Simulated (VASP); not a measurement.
# Zr4Ag (Im-3m) in VASP: relaxation of cell and atoms with PBE

Aim: the relaxation of cell and atoms of Zr4Ag with PBE.

Program: VASP 6.6.1. These are calculated values, not measurements. Logs are shortened: lines on timing, memory, paths and dates and some standing lists are left out, and cuts for length are marked.

**1. The cell of the first run**

It takes space group Im-3m (No. 229, cubic). The conventional cell has a = 5.818 Å, b = 5.818 Å, c = 5.818 Å, α = 90.00°, β = 90.00°, γ = 90.00°. Within 3.3 Å of Zr (site symmetry -3m) lie 2 Ag at 2.52 Å and 6 Zr at 2.91 Å. Within 3.3 Å of Ag (site symmetry m-3m) lie 8 Zr at 2.52 Å.

The cell was built from a structure type or drawn by symmetry, and may not be a known phase.

**2. Relaxation of cell and atoms, PBE**

INCAR

```
SYSTEM = Zr4Ag
ALGO = Normal
EDIFF = 1E-6
EDIFFG = -0.08
ENCUT = 600
GGA = PE
IBRION = 2
ISIF = 3
ISMEAR = 0
LASPH = .TRUE.
LCHARG = .FALSE.
LREAL = .FALSE.
LWAVE = .FALSE.
NELM = 80
NSW = 36
PREC = Accurate
SIGMA = 0.2
```

KPOINTS

```
k-points
0
G
  4 4 4
  0 0 0
```

POSCAR

```
Zr4Ag
1.0
   -2.9089129200      2.9089129200      2.9089129200
    2.9089129200     -2.9089129200      2.9089129200
    2.9089129200      2.9089129200     -2.9089129200
Zr Ag
4 1
Direct
    0.5000000000      0.5000000000      0.5000000000
    0.0000000000      0.0000000000      0.5000000000
    0.0000000000      0.5000000000      0.0000000000
    0.5000000000      0.0000000000      0.0000000000
    0.0000000000      0.0000000000      0.0000000000
```

Potentials or basis: VASP PAW PBE potentials, release 64 (Zr_sv, Ag).

The run is started by

```
cat potpaw_PBE.64/Zr_sv/POTCAR potpaw_PBE.64/Ag/POTCAR > POTCAR
mpirun -np 1 vasp_std > vasp.out
```

OUTCAR:

```text
SYSTEM = Zr4Ag
   EDIFF = 1E-6
   EDIFFG = -0.08
   ENCUT = 600
   GGA = PE
   IBRION = 2
   ISIF = 3
   ISMEAR = 0
   LASPH = .TRUE.
   LREAL = .FALSE.
   NELM = 80
   NSW = 36
   PREC = Accurate

 ion  position               nearest neighbor table
   1  0.500  0.500  0.500-   5 2.52   5 2.52   4 2.91   2 2.91   4 2.91   3 2.91   2 2.91   3 2.91

   2  0.000  0.000  0.500-   5 2.52   5 2.52   4 2.91   1 2.91   3 2.91   3 2.91   4 2.91   1 2.91

   3  0.000  0.500  0.000-   5 2.52   5 2.52   4 2.91   1 2.91   2 2.91   2 2.91   1 2.91   4 2.91

   4  0.500  0.000  0.000-   5 2.52   5 2.52   3 2.91   1 2.91   1 2.91   2 2.91   2 2.91   3 2.91

   5  0.000  0.000  0.000-   1 2.52   2 2.52   3 2.52   4 2.52   2 2.52   3 2.52   4 2.52   1 2.52

  LATTYP: Found a body centered cubic cell.
 ALAT       =     5.8178258400

  Lattice vectors:

 A1 = (  -2.9089129200,   2.9089129200,   2.9089129200)
 A2 = (   2.9089129200,  -2.9089129200,   2.9089129200)
 A3 = (   2.9089129200,   2.9089129200,  -2.9089129200)

Analysis of symmetry for initial positions (statically):
=====================================================================
 Subroutine PRICEL returns:
 Original cell was already a primitive cell.

 Routine SETGRP: Setting up the symmetry group for a
 body centered cubic supercell.

 Subroutine GETGRP returns: Found 48 space group operations
 (whereof 48 operations were pure point group operations)
 out of a pool of 48 trial point group operations.

The static configuration has the point symmetry O_h .

Analysis of symmetry for dynamics (positions and initial velocities):
=====================================================================
 Subroutine PRICEL returns:
 Original cell was already a primitive cell.

 Routine SETGRP: Setting up the symmetry group for a
 body centered cubic supercell.

 Subroutine GETGRP returns: Found 48 space group operations
 (whereof 48 operations were pure point group operations)
 out of a pool of 48 trial point group operations.

The dynamic configuration has the point symmetry O_h .

 Subroutine INISYM returns: Found 48 space group operations
 (whereof 48 operations are pure point group operations),
 and found     1 'primitive' translations

----------------------------------------------------------------------------------------

                                     Primitive cell

  volume of cell :      98.4583

  direct lattice vectors                    reciprocal lattice vectors
    -2.908912920  2.908912920  2.908912920     0.000000000  0.171885517  0.171885517
     2.908912920 -2.908912920  2.908912920     0.171885517  0.000000000  0.171885517
     2.908912920  2.908912920 -2.908912920     0.171885517  0.171885517  0.000000000

  length of vectors
     5.038384972  5.038384972  5.038384972     0.243082829  0.243082829  0.243082829

  position of ions in fractional coordinates (direct lattice)
     0.500000000  0.500000000  0.500000000
     0.000000000  0.000000000  0.500000000
     0.000000000  0.500000000  0.000000000
     0.500000000  0.000000000  0.000000000
     0.000000000  0.000000000  0.000000000

  ion indices of the primitive-cell ions
   primitive index   ion index
                 1           1
                 2           2
                 3           3
                 4           4
                 5           5

----------------------------------------------------------------------------------------

 KPOINTS: k-points

Automatic generation of k-mesh.
 Grid dimensions read from file:
 generate k-points for:    4    4    4

 Generating k-lattice:

  Cartesian coordinates                     Fractional coordinates (reciprocal lattice)
     0.000000000  0.042971379  0.042971379     0.250000000  0.000000000  0.000000000
     0.042971379  0.000000000  0.042971379     0.000000000  0.250000000  0.000000000
     0.042971379  0.042971379  0.000000000     0.000000000  0.000000000  0.250000000

  Length of vectors
     0.060770707  0.060770707  0.060770707

  Shift w.r.t. Gamma in fractional coordinates (k-lattice)
     0.000000000  0.000000000  0.000000000

 Subroutine IBZKPT returns following result:
 ===========================================

 Found      8 irreducible k-points:

 Following reciprocal coordinates:
            Coordinates               Weight
  0.000000  0.000000  0.000000      1.000000
  0.250000  0.000000  0.000000     12.000000
  0.500000  0.000000  0.000000      6.000000
  0.250000  0.250000  0.000000     24.000000
  0.250000  0.250000  0.250000      2.000000
 -0.250000  0.250000  0.250000      6.000000
  0.500000  0.500000  0.250000     12.000000
  0.500000  0.500000  0.500000      1.000000
   k-points           NKPTS =      8   k-points in BZ     NKDIM =      8   number of bands    NBANDS=     35
   number of dos      NEDOS =    301   number of ions     NIONS =      5
   total plane-waves  NPLWV =  64000
   dimension x,y,z NGX =    40 NGY =   40 NGZ =   40
   dimension x,y,z NGXF=    80 NGYF=   80 NGZF=   80
   ions per type =               4   1
   NGX,Y,Z   is equivalent  to a cutoff of  13.20, 13.20, 13.20 a.u.
   NGXF,Y,Z  is equivalent  to a cutoff of  26.40, 26.40, 26.40 a.u.
 SYSTEM =  Zr4Ag
   PREC   = accura    normal or accurate (medium, high low for compatibility)
   ISTART =      0    job   : 0-new  1-cont  2-samecut
   ICHARG =      2    charge: 1-file 2-atom 10-const
   ISPIN  =      1    spin polarized calculation?
   LNONCOLLINEAR =      F non collinear calculations
   LSORBIT =      F    spin-orbit coupling
   LASPH  =      T    aspherical Exc in radial PAW
   ENCUT  =  600.0 eV  44.10 Ry    6.64 a.u.  10.06 10.06 10.06*2*pi/ulx,y,z
   NELM   =     80;   NELMIN=  2; NELMDL= -5     # of ELM steps
   EDIFF  = 0.1E-05   stopping-criterion for ELM
   LREAL  =      F    real-space projection
   EDIFFG = -.8E-01   stopping-criterion for IOM
   NSW    =     36    number of steps for IOM
   IBRION =      2    ionic relax: 0-MD 1-quasi-New 2-CG
   NFREE  =      1    steps in history (QN), initial steepest desc. (CG)
   ISIF   =      3    stress and relaxation
   ISYM   =      2    0-nonsym 1-usesym 2-fastsym
   POTIM  = 0.5000    time-step for ionic-motion
   TEBEG  =    0.0;   TEEND  =   0.0 temperature during run
   PSTRESS=    0.0 pullay stress
   NELECT =      59.0000    total number of electrons
   NUPDOWN=      -1.0000    fix difference up-down
   EMIN   =  10.00;   EMAX   =-10.00  energy-range for DOS
   EFERMI =   0.00;   METHOD = LEGACY
   ISMEAR =     0;   SIGMA  =   0.20  broadening in eV -4-tet -1-fermi 0-gaus
   EFERMI_NEDOS =   21; number of points for ismear=-14 and -15
   IALGO  =     38    algorithm
   IMIX   =      4    mixing-type and parameters
     AMIX     =   0.40;   BMIX     =  1.00
     AMIX_MAG =   1.60;   BMIX_MAG =  1.00
  volume/ion in A,a.u.               =      19.69       132.89
  Fermi-wavevector in a.u.,A,eV,Ry     =   1.380198  2.608196 25.918378  1.904947
  Thomas-Fermi vector in A             =   2.505097
   LORBIT       =      0    0 simple, 1 ext, 2 COOP (PROOUT), +10 PAW based schemes
   GGA     = PE    functional components
   LHFCALC =     F    Hartree Fock is set to
   AEXX    =    0.0000 exact exchange contribution
   IVDW    =     0    specifies the selected vdW correction
   LEPSILON=     F    determine dielectric tensor
   LRPA    =     F    only Hartree local field effects (RPA)
 conjugate gradient relaxation of ions
 non-spin polarized calculation
 Gauss-broadening in eV      SIGMA  =   0.20
  energy-cutoff  :      600.00
  volume of cell :       98.46
 maximum number of plane-waves:      3352
   NGX = 21   NGY = 21   NGZ = 21

--------------------------------------- Ionic step        1  -------------------------------------------

 number of electron      58.9999996 magnetization

 Free energy of the ion-electron system (eV)
  ---------------------------------------------------
  ext. energy  EPLUGINS =         0.00000000
  ---------------------------------------------------
  free energy    TOTEN  =       -29.80412407 eV

  energy without entropy =      -29.61603114  energy(sigma->0) =      -29.71007761

 E-fermi :  10.1900     XC(G=0): -11.6549

 val. band max:       10.1809316209   @ k =   0.2500   0.2500   0.0000
 cond. band min:      10.2239955254   @ k =   0.5000   0.5000   0.2500
 fundamental gap:      0.0430639045
 Fermi energy:        10.1899529891

 k-point     1 :       0.0000    0.0000    0.0000
  band No.  band energies     occupation
      1     -38.2873      2.00000
      2     -37.9933      2.00000
      3     -37.9933      2.00000
      4     -37.9933      2.00000
      5     -16.9275      2.00000
      6     -16.9275      2.00000
[... 704 lines left out ...]
 POSITION                                       TOTAL-FORCE (eV/Angst)
 -----------------------------------------------------------------------------------
      1.60549      1.60549      1.60549        -0.000000     -0.000000     -0.000000
      1.60549      1.60549     -1.60549         0.000000      0.000000     -0.000000
      1.60549     -1.60549      1.60549        -0.000000     -0.000000      0.000000
     -1.60549      1.60549      1.60549         0.000000      0.000000      0.000000
     -0.00000      0.00000      0.00000        -0.000000      0.000000     -0.000000
 -----------------------------------------------------------------------------------
    total drift:                                0.000000     -0.000000      0.000000

  FREE ENERGIE OF THE ION-ELECTRON SYSTEM (eV)
  ---------------------------------------------------
  free  energy   TOTEN  =       -32.7775759205 eV

  energy  without entropy=      -32.5123018651  energy(sigma->0) =      -32.64493889

--------------------------------------- Ionic step        4  -------------------------------------------

 number of electron      58.9999994 magnetization

 Free energy of the ion-electron system (eV)
  ---------------------------------------------------
  ext. energy  EPLUGINS =         0.00000000
  ---------------------------------------------------
  free energy    TOTEN  =       -32.78315757 eV

  energy without entropy =      -32.51982660  energy(sigma->0) =      -32.65149209

 E-fermi :   6.9476     XC(G=0): -10.3184

 val. band max:        6.9399689866   @ k =   0.2500   0.2500   0.0000
 cond. band min:       6.9616582220   @ k =   0.2500   0.2500   0.0000
 fundamental gap:      0.0216892353
 Fermi energy:         6.9476195033

 k-point     1 :       0.0000    0.0000    0.0000
  band No.  band energies     occupation
      1     -41.9989      2.00000
      2     -41.9046      2.00000
      3     -41.9046      2.00000
      4     -41.9046      2.00000
      5     -20.2166      2.00000
      6     -20.2166      2.00000
[... 306 lines left out ...]
 VOLUME and BASIS-vectors are now :
 -----------------------------------------------------------------------------
  energy-cutoff  :      600.00
  volume of cell :      131.08
      direct lattice vectors                 reciprocal lattice vectors
    -3.200099278  3.200099278  3.200099278     0.000000000  0.156245153  0.156245153
     3.200099278 -3.200099278  3.200099278     0.156245153  0.000000000  0.156245153
     3.200099278  3.200099278 -3.200099278     0.156245153  0.156245153  0.000000000

 POSITION                                       TOTAL-FORCE (eV/Angst)
 -----------------------------------------------------------------------------------
      1.60005      1.60005      1.60005         0.000000     -0.000000     -0.000000
      1.60005      1.60005     -1.60005        -0.000000      0.000000      0.000000
      1.60005     -1.60005      1.60005        -0.000000      0.000000      0.000000
     -1.60005      1.60005      1.60005        -0.000000     -0.000000     -0.000000
     -0.00000      0.00000      0.00000        -0.000000      0.000000     -0.000000
 -----------------------------------------------------------------------------------
    total drift:                                0.000000     -0.000000      0.000000

  FREE ENERGIE OF THE ION-ELECTRON SYSTEM (eV)
  ---------------------------------------------------
  free  energy   TOTEN  =       -32.7831575704 eV

  energy  without entropy=      -32.5198266039  energy(sigma->0) =      -32.65149209

 reached required accuracy - stopping structural energy minimisation
```

Run time: 4.4 min. Hardware: 1 thread of Intel Xeon 8259CL, shared host; peak memory 0.26 GiB.

What came out:

```yaml
Free_energy: -32.7832 eV
Relaxed_volume: 26.22 Å³/atom
Relaxed_cell: a = 5.543 Å, b = 5.543 Å, c = 5.543 Å, α = 109.47°, β = 109.47°, γ = 109.47°
Space_group_after_relaxing_to_0.1_Å: Im-3m (No. 229)
Energy_gained_by_relaxing: 595.8 meV/atom
Ionic_steps: 4
Pressure_after_relaxing: -0.3 GPa
Band_gap_on_the_k_mesh: zero (an odd number of electrons rules out a gap without spin polarisation)
```

The path:
| step | energy change (eV) | largest force (eV/Å) | pressure (GPa) | volume (Å³) |
| --- | --- | --- | --- | --- |
| 1 | 0.0000 | 0.0000 | 37.47 | 98.46 |
| 2 | -0.4115 | 0.0000 | -12.79 | 179.74 |
| 3 | -2.9735 | 0.0000 | -1.04 | 132.43 |
| 4 | -2.9790 | 0.0000 | -0.29 | 131.08 |

Final structure:
```cif
data_structure
_symmetry_space_group_name_H-M 'P 1'
_symmetry_Int_Tables_number 1
_cell_length_a 5.5427
_cell_length_b 5.5427
_cell_length_c 5.5427
_cell_angle_alpha 109.471
_cell_angle_beta 109.471
_cell_angle_gamma 109.471
_cell_volume 131.08
loop_
_atom_site_label
_atom_site_type_symbol
_atom_site_fract_x
_atom_site_fract_y
_atom_site_fract_z
_atom_site_occupancy
Zr1 Zr 0.50000 0.50000 0.50000 1
Zr2 Zr 0.00000 0.00000 0.50000 1
Zr3 Zr 0.00000 0.50000 0.00000 1
Zr4 Zr 0.50000 0.00000 0.00000 1
Ag1 Ag 0.00000 0.00000 0.00000 1
```

Levels at points of the mesh, in eV from the Fermi level:
| k point | band 26 | band 27 | band 28 | band 29 | band 30 | band 31 | band 32 | band 33 |
| --- | --- | --- | --- | --- | --- | --- | --- | --- |
| (0.00, 0.00, 0.00) | -0.54 | -0.54 | -0.06 | -0.06 | -0.06 | 2.14 | 2.14 | 2.14 |
| (0.50, 0.00, 0.00) | -0.81 | -0.67 | -0.18 | 0.05 | 0.21 | 0.24 | 0.43 | 0.95 |
| (0.50, 0.50, 0.50) | -1.10 | -1.10 | -1.10 | -0.63 | -0.63 | -0.63 | 0.24 | 0.24 |

Caveat: the k points lie up to 0.35 Å⁻¹ apart in the final cell, too coarse for converged energies and pressures of a metal; the volume moved by over 15 % at a fixed basis, so the end points are rough.
